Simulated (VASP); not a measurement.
# BeAu3 (Pm-3m) in VASP: single point with LDA

Aim: the single point of BeAu3 with LDA.

Program: VASP 6.6.1. These are calculated values, not measurements. Logs are shortened: lines on timing, memory, paths and dates and some standing lists are left out, and cuts for length are marked.

## 1. The cell of the first run

It takes space group Pm-3m (No. 221, cubic). Conventional cell: a = 4.012 Å, b = 4.012 Å, c = 4.012 Å, α = 90.00°, β = 90.00°, γ = 90.00°. Be (site symmetry m-3m) has 12 Au at 2.84 Å within 3.7 Å. Within 3.7 Å of Au (site symmetry 4/mmm) lie 4 Be at 2.84 Å and 8 Au at 2.84 Å.

## 2. Single point, LDA

File INCAR:

```
SYSTEM = BeAu3
ALGO     = Normal         ! electronic algorithm
EDIFF    = 1E-6           ! SCF threshold, eV
ENCUT    = 520            ! plane-wave cutoff, eV
ISIF     = 2              ! what is computed and relaxed
ISMEAR   = -1             ! smearing method
LASPH    = .TRUE.         ! aspherical terms in the spheres
LCHARG   = .FALSE.        ! write CHGCAR
LREAL    = .FALSE.        ! projectors in reciprocal space
LWAVE    = .FALSE.        ! write WAVECAR
NBANDS   = 26             ! bands
NELM     = 100            ! most SCF steps
PREC     = Accurate       ! precision mode
SIGMA    = 0.15           ! smearing width, eV
```

File KPOINTS:

```
k-points
0
G
  6 6 6
  0 0 0
```

File POSCAR:

```
BeAu3
1.0
    4.0117060000      0.0000000000      0.0000000000
    0.0000000000      4.0117060000      0.0000000000
    0.0000000000      0.0000000000      4.0117060000
Be Au
1 3
Direct
    0.0000000000      0.0000000000      0.0000000000
    0.0000000000      0.5000000000      0.5000000000
    0.5000000000      0.0000000000      0.5000000000
    0.5000000000      0.5000000000      0.0000000000
```

Potentials or basis: VASP PAW LDA potentials, release 64 (Be, Au).

The run is started by

```console
cat potpaw_LDA.64/Be/POTCAR potpaw_LDA.64/Au/POTCAR > POTCAR
mpirun -np 1 vasp_std > vasp.out
```

OUTCAR:

```text
SYSTEM = BeAu3
   EDIFF = 1E-6
   ENCUT = 520
   ISIF = 2
   ISMEAR = -1
   LASPH = .TRUE.
   LREAL = .FALSE.
   NELM = 100
   PREC = Accurate

 ion  position               nearest neighbor table
   1  0.000  0.000  0.000-   2 2.84   3 2.84   4 2.84   2 2.84   3 2.84   2 2.84   4 2.84   2 2.84
                             3 2.84   4 2.84   3 2.84   4 2.84
   2  0.000  0.500  0.500-   1 2.84   3 2.84   4 2.84   1 2.84   4 2.84   1 2.84   3 2.84   1 2.84
                             3 2.84   4 2.84   4 2.84   3 2.84
   3  0.500  0.000  0.500-   1 2.84   2 2.84   4 2.84   1 2.84   4 2.84   2 2.84   4 2.84   4 2.84
                             1 2.84   2 2.84   1 2.84   2 2.84
   4  0.500  0.500  0.000-   1 2.84   2 2.84   3 2.84   2 2.84   3 2.84   1 2.84   3 2.84   3 2.84
                             1 2.84   2 2.84   2 2.84   1 2.84

  LATTYP: Found a simple cubic cell.
 ALAT       =     4.0117060000

  Lattice vectors:

 A1 = (   4.0117060000,   0.0000000000,   0.0000000000)
 A2 = (   0.0000000000,   4.0117060000,   0.0000000000)
 A3 = (   0.0000000000,   0.0000000000,   4.0117060000)

Analysis of symmetry for initial positions (statically):
=====================================================================
 Subroutine PRICEL returns:
 Original cell was already a primitive cell.

 Routine SETGRP: Setting up the symmetry group for a
 simple cubic supercell.

 Subroutine GETGRP returns: Found 48 space group operations
 (whereof 48 operations were pure point group operations)
 out of a pool of 48 trial point group operations.

The static configuration has the point symmetry O_h .

Analysis of symmetry for dynamics (positions and initial velocities):
=====================================================================
 Subroutine PRICEL returns:
 Original cell was already a primitive cell.

 Routine SETGRP: Setting up the symmetry group for a
 simple cubic supercell.

 Subroutine GETGRP returns: Found 48 space group operations
 (whereof 48 operations were pure point group operations)
 out of a pool of 48 trial point group operations.

The dynamic configuration has the point symmetry O_h .

 Subroutine INISYM returns: Found 48 space group operations
 (whereof 48 operations are pure point group operations),
 and found     1 'primitive' translations

----------------------------------------------------------------------------------------

                                     Primitive cell

  volume of cell :      64.5635
[... 87 lines left out ...]
   NELM   =    100;   NELMIN=  2; NELMDL= -5     # of ELM steps
   EDIFF  = 0.1E-05   stopping-criterion for ELM
   LREAL  =      F    real-space projection
   EDIFFG = 0.1E-04   stopping-criterion for IOM
   NSW    =      0    number of steps for IOM
   IBRION =     -1    ionic relax: 0-MD 1-quasi-New 2-CG
   NFREE  =      0    steps in history (QN), initial steepest desc. (CG)
   ISIF   =      2    stress and relaxation
   ISYM   =      2    0-nonsym 1-usesym 2-fastsym
   POTIM  = 0.5000    time-step for ionic-motion
   TEBEG  =    0.0;   TEEND  =   0.0 temperature during run
   PSTRESS=    0.0 pullay stress
   NELECT =      35.0000    total number of electrons
   NUPDOWN=      -1.0000    fix difference up-down
   EMIN   =  10.00;   EMAX   =-10.00  energy-range for DOS
   EFERMI =   0.00;   METHOD = LEGACY
   ISMEAR =    -1;   SIGMA  =   0.15  broadening in eV -4-tet -1-fermi 0-gaus
   EFERMI_NEDOS =   21; number of points for ismear=-14 and -15
   IALGO  =     38    algorithm
   IMIX   =      4    mixing-type and parameters
     AMIX     =   0.40;   BMIX     =  1.00
     AMIX_MAG =   1.60;   BMIX_MAG =  1.00
  volume/ion in A,a.u.               =      16.14       108.92
  Fermi-wavevector in a.u.,A,eV,Ry     =   1.334858  2.522516 24.243486  1.781846
  Thomas-Fermi vector in A             =   2.463607
   LORBIT       =      0    0 simple, 1 ext, 2 COOP (PROOUT), +10 PAW based schemes
   GGA     = CA    functional components
   LHFCALC =     F    Hartree Fock is set to
   AEXX    =    0.0000 exact exchange contribution
   IVDW    =     0    specifies the selected vdW correction
   LEPSILON=     F    determine dielectric tensor
   LRPA    =     F    only Hartree local field effects (RPA)
 non-spin polarized calculation
  energy-cutoff  :      520.00
  volume of cell :       64.56
 maximum number of plane-waves:      1755
 NGX is ok and might be reduce to    30
   NGX = 15   NGY = 15   NGZ = 15

 number of electron      35.0000009 magnetization

 Free energy of the ion-electron system (eV)
  ---------------------------------------------------
  ext. energy  EPLUGINS =         0.00000000
  ---------------------------------------------------
  free energy    TOTEN  =       -17.23148156 eV

  energy without entropy =      -17.12634634  energy(sigma->0) =      -17.17891395

 E-fermi :   8.2741     XC(G=0): -12.1585

 val. band max:        8.1698085427   @ k =   0.5000   0.3333   0.3333
 cond. band min:       8.3650183765   @ k =   0.5000   0.3333   0.3333
 fundamental gap:      0.1952098338
 Fermi energy:         8.2740911141

 k-point     1 :       0.0000    0.0000    0.0000
  band No.  band energies     occupation
      1      -1.6416      2.00000
      2       0.7832      2.00000
      3       1.6890      2.00000
      4       1.6890      2.00000
      5       1.6890      2.00000
      6       1.9575      2.00000
[... 569 lines left out ...]
     25      19.2993      0.00000
     26      19.2993      0.00000

------------------------ aborting loop because EDIFF is reached ----------------------------------------

  FORCE on cell =-STRESS in cart. coord.  units (eV):
  Direction    XX          YY          ZZ          XY          YZ          ZX
  --------------------------------------------------------------------------------------
  -------------------------------------------------------------------------------------
  Total       -4.4933706     -4.4933706     -4.4933706     -0.0000000      0.0000000      0.0000000
  in kB     -111.5053034   -111.5053034   -111.5053034     -0.0000000      0.0000000      0.0000000
  external PRESSURE =    -111.5053034 kB  Pullay stress =       0.0000000 kB

 VOLUME and BASIS-vectors are now :
 -----------------------------------------------------------------------------
  energy-cutoff  :      520.00
  volume of cell :       64.56
      direct lattice vectors                 reciprocal lattice vectors
     4.011706000  0.000000000  0.000000000     0.249270510  0.000000000  0.000000000
     0.000000000  4.011706000  0.000000000     0.000000000  0.249270510  0.000000000
     0.000000000  0.000000000  4.011706000     0.000000000  0.000000000  0.249270510

 POSITION                                       TOTAL-FORCE (eV/Angst)
 -----------------------------------------------------------------------------------
      0.00000      0.00000      0.00000         0.000000      0.000000      0.000000
      0.00000      2.00585      2.00585         0.000000      0.000000      0.000000
      2.00585      0.00000      2.00585         0.000000      0.000000      0.000000
      2.00585      2.00585      0.00000         0.000000      0.000000      0.000000
 -----------------------------------------------------------------------------------
    total drift:                                0.000000      0.000000     -0.000000

  FREE ENERGIE OF THE ION-ELECTRON SYSTEM (eV)
  ---------------------------------------------------
  free  energy   TOTEN  =       -17.2314815604 eV

  energy  without entropy=      -17.1263463366  energy(sigma->0) =      -17.17891395
```

OSZICAR:

```text
N       E                     dE             d eps       ncg     rms          rms(c)
DAV:   1     0.199408693899E+03    0.19941E+03   -0.17473E+04  1040   0.127E+03
DAV:   2    -0.134000273013E+02   -0.21281E+03   -0.20078E+03  1128   0.279E+02
DAV:   3    -0.187620649566E+02   -0.53620E+01   -0.52728E+01  1210   0.432E+01
DAV:   4    -0.187992883067E+02   -0.37223E-01   -0.37172E-01  1106   0.353E+00
DAV:   5    -0.187995514572E+02   -0.26315E-03   -0.26315E-03  1126   0.353E-01    0.155E+01
DAV:   6    -0.173094570320E+02    0.14901E+01   -0.39567E+00  1126   0.154E+01    0.101E+01
DAV:   7    -0.172532240165E+02    0.56233E-01   -0.88555E-02  1076   0.172E+00    0.546E+00
DAV:   8    -0.172319917425E+02    0.21232E-01   -0.17067E-02  1112   0.655E-01    0.175E-01
DAV:   9    -0.172314864082E+02    0.50533E-03   -0.15136E-03  1082   0.207E-01    0.512E-02
DAV:  10    -0.172314807983E+02    0.56099E-05   -0.12708E-04  1160   0.713E-02    0.117E-02
DAV:  11    -0.172314815604E+02   -0.76212E-06   -0.25394E-06   950   0.976E-03
   1 F= -.17231482E+02 E0= -.17178914E+02  d E =-.105135E+00
```

stdout:

```text
POSCAR found type information on POSCAR BeAu
 POSCAR found :  2 types and       4 ions
 scaLAPACK will be used
 LDA part: xc-table for (Slater(with rela. corr.)+CA(PZ))
 , standard interpolation
 POSCAR, INCAR and KPOINTS ok, starting setup
 FFT: planning ... GRIDC
 FFT: planning ... GRID_SOFT
 FFT: planning ... GRID
 WAVECAR not read
 entering main loop
```

It took 44 s on 1 thread of Intel Xeon 6975P-C, shared host; peak memory 0.16 GiB.

What came out:

```yaml
Free_energy: -17.2315 eV
Pressure: -11.2 GPa
```

Caveat: spin-orbit coupling is left out, which moves the levels of the heavy elements.
